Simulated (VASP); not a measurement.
# C (R-3m) in VASP: notebook, part 2 of 2

VASP 6.6.1.

## 3. Single point, r2SCAN

This run uses another cell than the first one: it holds 2 atoms, not 6.

Contents of POSCAR:

```
C
1.0
    1.2279165312      0.7089379398      3.5190776204
   -1.2279165312      0.7089379398      3.5190776204
    0.0000000000     -1.4178758796      3.5190776204
C
2
Direct
    0.1666424286      0.1666424286      0.1666424286
    0.8333575714      0.8333575714      0.8333575714
```

Contents of INCAR.step1:

```
SYSTEM = C
  PREC = Accurate
  ENCUT = 520
  ISMEAR = 0
  SIGMA = 0.02
  LREAL = .FALSE.
  LASPH = .TRUE.
  NELM = 80
  NBANDS = 11
  GGA = PE
  ALGO = Normal
  EDIFF = 1E-4
  LWAVE = .TRUE.
  LCHARG = .FALSE.
```

Contents of INCAR.step2:

```
SYSTEM = C
  PREC = Accurate
  ENCUT = 520
  EDIFF = 1E-7
  ISMEAR = 0
  SIGMA = 0.02
  LREAL = .FALSE.
  LASPH = .TRUE.
  NELM = 80
  ALGO = Normal
  ISIF = 2
  LWAVE = .FALSE.
  LCHARG = .FALSE.
  METAGGA = R2SCAN
  LMIXTAU = .TRUE.
  NBANDS = 11
  ISTART = 1
```

Contents of KPOINTS:

```
regular mesh
0
G
  18 18 18
  0 0 0
```

Potentials or basis: VASP PAW PBE potentials, release 64 (C).

Launch:

```sh
cat potpaw_PBE.64/C/POTCAR > POTCAR
cp INCAR.step1 INCAR
mpirun -np 1 vasp_std > vasp.out
cp INCAR.step2 INCAR
mpirun -np 1 vasp_std > vasp.out
```

OUTCAR:

```text
SYSTEM = C
   PREC = Accurate
   ENCUT = 520
   EDIFF = 1E-7
   ISMEAR = 0
   LREAL = .FALSE.
   LASPH = .TRUE.
   NELM = 80
   ISIF = 2
   METAGGA = R2SCAN
   ISTART = 1

 ion  position               nearest neighbor table
   1  0.167  0.167  0.167-   2 1.42   2 1.42   2 1.42
   2  0.833  0.833  0.833-   1 1.42   1 1.42   1 1.42

  LATTYP: Found a trigonal (rhomboedric) cell.
 ALAT       =     3.7939793500
 COS(alpha) =     0.7905030220

  Lattice vectors:

 A1 = (   1.2279165312,   0.7089379398,   3.5190776204)
 A2 = (  -1.2279165312,   0.7089379398,   3.5190776204)
 A3 = (   0.0000000000,  -1.4178758796,   3.5190776204)

Analysis of symmetry for initial positions (statically):
=====================================================================
 Subroutine PRICEL returns:
 Original cell was already a primitive cell.

 Routine SETGRP: Setting up the symmetry group for a
 trigonal (rhombohedral) supercell.

 Subroutine GETGRP returns: Found 12 space group operations
 (whereof 12 operations were pure point group operations)
 out of a pool of 12 trial point group operations.

The static configuration has the point symmetry D_3d.

Analysis of symmetry for dynamics (positions and initial velocities):
=====================================================================
 Subroutine PRICEL returns:
 Original cell was already a primitive cell.

 Routine SETGRP: Setting up the symmetry group for a
 trigonal (rhombohedral) supercell.

 Subroutine GETGRP returns: Found 12 space group operations
 (whereof 12 operations were pure point group operations)
 out of a pool of 12 trial point group operations.

The dynamic configuration has the point symmetry D_3d.

 Subroutine INISYM returns: Found 12 space group operations
 (whereof 12 operations are pure point group operations),
 and found     1 'primitive' translations

----------------------------------------------------------------------------------------

                                     Primitive cell

  volume of cell :      18.3805

  direct lattice vectors                    reciprocal lattice vectors
     1.227916531  0.708937940  3.519077620     0.407193801  0.235093451  0.094721791
    -1.227916531  0.708937940  3.519077620    -0.407193801  0.235093451  0.094721791
     0.000000000 -1.417875880  3.519077620     0.000000000 -0.470186902  0.094721791

  length of vectors
     3.793979350  3.793979350  3.793979350     0.479633131  0.479633131  0.479633131

  position of ions in fractional coordinates (direct lattice)
     0.166642429  0.166642429  0.166642429
     0.833357571  0.833357571  0.833357571

  ion indices of the primitive-cell ions
   primitive index   ion index
                 1           1
                 2           2

----------------------------------------------------------------------------------------

 KPOINTS: regular mesh

Automatic generation of k-mesh.
 Grid dimensions read from file:
 generate k-points for:   18   18   18

 Generating k-lattice:

  Cartesian coordinates                     Fractional coordinates (reciprocal lattice)
     0.022621878  0.013060747  0.005262322     0.055555556 -0.000000000  0.000000000
    -0.022621878  0.013060747  0.005262322    -0.000000000  0.055555556  0.000000000
     0.000000000 -0.026121495  0.005262322     0.000000000  0.000000000  0.055555556

  Length of vectors
     0.026646285  0.026646285  0.026646285

  Shift w.r.t. Gamma in fractional coordinates (k-lattice)
     0.000000000  0.000000000  0.000000000

 Subroutine IBZKPT returns following result:
 ===========================================

 Found    580 irreducible k-points:

 Following reciprocal coordinates:
            Coordinates               Weight
  0.000000  0.000000  0.000000      1.000000
  0.055556 -0.000000 -0.000000      6.000000
  0.111111 -0.000000 -0.000000      6.000000
  0.166667  0.000000 -0.000000      6.000000
  0.222222 -0.000000 -0.000000      6.000000
  0.277778 -0.000000 -0.000000      6.000000
[... 16 lines left out ...]
 -0.277778  0.055556  0.000000     12.000000
 -0.222222  0.055556  0.000000     12.000000
 [... further k-points ...]
   k-points           NKPTS =    580   k-points in BZ     NKDIM =    580   number of bands    NBANDS=     11
   number of dos      NEDOS =    301   number of ions     NIONS =      2
   total plane-waves  NPLWV =  21952
   dimension x,y,z NGX =    28 NGY =   28 NGZ =   28
   dimension x,y,z NGXF=    56 NGYF=   56 NGZF=   56
   ions per type =               2
   NGX,Y,Z   is equivalent  to a cutoff of  12.27, 12.27, 12.27 a.u.
   NGXF,Y,Z  is equivalent  to a cutoff of  24.54, 24.54, 24.54 a.u.
 SYSTEM =  C
   PREC   = accura    normal or accurate (medium, high low for compatibility)
   ISTART =      1    job   : 0-new  1-cont  2-samecut
   ICHARG =      0    charge: 1-file 2-atom 10-const
   ISPIN  =      1    spin polarized calculation?
   LNONCOLLINEAR =      F non collinear calculations
   LSORBIT =      F    spin-orbit coupling
   LASPH  =      T    aspherical Exc in radial PAW
   ENCUT  =  520.0 eV  38.22 Ry    6.18 a.u.   7.05  7.05  7.05*2*pi/ulx,y,z
   NELM   =     80;   NELMIN=  2; NELMDL=  0     # of ELM steps
   EDIFF  = 0.1E-06   stopping-criterion for ELM
   LREAL  =      F    real-space projection
   EDIFFG = 0.1E-05   stopping-criterion for IOM
   NSW    =      0    number of steps for IOM
   IBRION =     -1    ionic relax: 0-MD 1-quasi-New 2-CG
   NFREE  =      0    steps in history (QN), initial steepest desc. (CG)
   ISIF   =      2    stress and relaxation
   ISYM   =      2    0-nonsym 1-usesym 2-fastsym
   POTIM  = 0.5000    time-step for ionic-motion
   TEBEG  =    0.0;   TEEND  =   0.0 temperature during run
   PSTRESS=    0.0 pullay stress
   NELECT =       8.0000    total number of electrons
   NUPDOWN=      -1.0000    fix difference up-down
   EMIN   =  10.00;   EMAX   =-10.00  energy-range for DOS
   EFERMI =   0.00;   METHOD = LEGACY
   ISMEAR =     0;   SIGMA  =   0.02  broadening in eV -4-tet -1-fermi 0-gaus
   EFERMI_NEDOS =   21; number of points for ismear=-14 and -15
   IALGO  =     38    algorithm
   IMIX   =      4    mixing-type and parameters
     AMIX     =   0.40;   BMIX     =  1.00
     AMIX_MAG =   1.60;   BMIX_MAG =  1.00
  volume/ion in A,a.u.               =       9.19        62.02
  Fermi-wavevector in a.u.,A,eV,Ry     =   1.240659  2.344506 20.942561  1.539235
  Thomas-Fermi vector in A             =   2.375090
   LORBIT       =      0    0 simple, 1 ext, 2 COOP (PROOUT), +10 PAW based schemes
   METAGGA = R2SCAN    functional components
   LHFCALC =     F    Hartree Fock is set to
   AEXX    =    0.0000 exact exchange contribution
   IVDW    =     0    specifies the selected vdW correction
   LEPSILON=     F    determine dielectric tensor
   LRPA    =     F    only Hartree local field effects (RPA)
 non-spin polarized calculation
 Gauss-broadening in eV      SIGMA  =   0.02
  energy-cutoff  :      520.00
  volume of cell :       18.38
 maximum number of plane-waves:       510
   NGX = 13   NGY = 13   NGZ = 13

 number of electron       8.0000000 magnetization

 Free energy of the ion-electron system (eV)
  ---------------------------------------------------
  ext. energy  EPLUGINS =         0.00000000
  ---------------------------------------------------
  free energy    TOTEN  =       -19.87636844 eV

  energy without entropy =      -19.87636844  energy(sigma->0) =      -19.87636844

 E-fermi :   4.2175     XC(G=0): -10.8027

 val. band max:        4.0230128626   @ k =  -0.3333   0.3333   0.0000
 cond. band min:       4.5446246739   @ k =  -0.3333   0.3333   0.0000
 fundamental gap:      0.5216118113
 Fermi energy:         4.2174559045

 k-point     1 :       0.0000    0.0000    0.0000
  band No.  band energies     occupation
      1     -16.6628      2.00000
      2      -3.0106      2.00000
      3       1.0765      2.00000
      4       1.0765      2.00000
      5       8.3058      0.00000
      6      13.0322      0.00000
      7      13.0322      0.00000
      8      16.7262      0.00000
      9      17.6207      0.00000
     10      28.3536      0.00000
     11      29.5353      0.00000
[... 309 lines left out ...]
 k-point    24 :      -0.2222    0.0556    0.0000
  band No.  band energies     occupation
      1     -15.0325      2.00000
      2      -3.6520      2.00000
      3      -1.3072      2.00000
      4      -1.2189      2.00000
      5      10.4077      0.00000
      6      11.9419      0.00000
      7      13.2213      0.00000
      8      17.9561      0.00000
      9      20.9568      0.00000
     10      23.7398      0.00000
     11      28.2297      0.00000

 [... further k-points ...]
[... 5 lines left out ...]
  --------------------------------------------------------------------------------------
  -------------------------------------------------------------------------------------
  Total        0.1205241      0.1205241     -0.0115393      0.0000000      0.0000000      0.0000000
  in kB       10.5057525     10.5057525     -1.0058516      0.0000000      0.0000000      0.0000000
  external PRESSURE =       6.6685512 kB  Pullay stress =       0.0000000 kB

 VOLUME and BASIS-vectors are now :
 -----------------------------------------------------------------------------
  energy-cutoff  :      520.00
  volume of cell :       18.38
      direct lattice vectors                 reciprocal lattice vectors
     1.227916531  0.708937940  3.519077620     0.407193801  0.235093451  0.094721791
    -1.227916531  0.708937940  3.519077620    -0.407193801  0.235093451  0.094721791
     0.000000000 -1.417875880  3.519077620     0.000000000 -0.470186902  0.094721791

 POSITION                                       TOTAL-FORCE (eV/Angst)
 -----------------------------------------------------------------------------------
      0.00000      0.00000      1.75928         0.000000     -0.000000      0.002447
      0.00000      0.00000      8.79795         0.000000      0.000000     -0.002447
 -----------------------------------------------------------------------------------
    total drift:                                0.000000     -0.000000     -0.000000

  FREE ENERGIE OF THE ION-ELECTRON SYSTEM (eV)
  ---------------------------------------------------
  free  energy   TOTEN  =       -19.8763684438 eV

  energy  without entropy=      -19.8763684438  energy(sigma->0) =      -19.87636844
```

It took 9 min on 1 thread of Intel Xeon Platinum 8488C (Sapphire Rapids), shared host; peak memory 0.23 GiB.

Results:

- Free energy: -19.8764 eV
- Pressure: 0.7 GPa
- Band gap on the k mesh: 0.52 eV, direct

Forces on the atoms (eV/Å):
```
C    0.000  0.000  0.002
C    0.000  0.000 -0.002
```

Caveat: the PAW data sets were made with another functional, which shifts forces and pressure a little. A k mesh can miss the band edges.
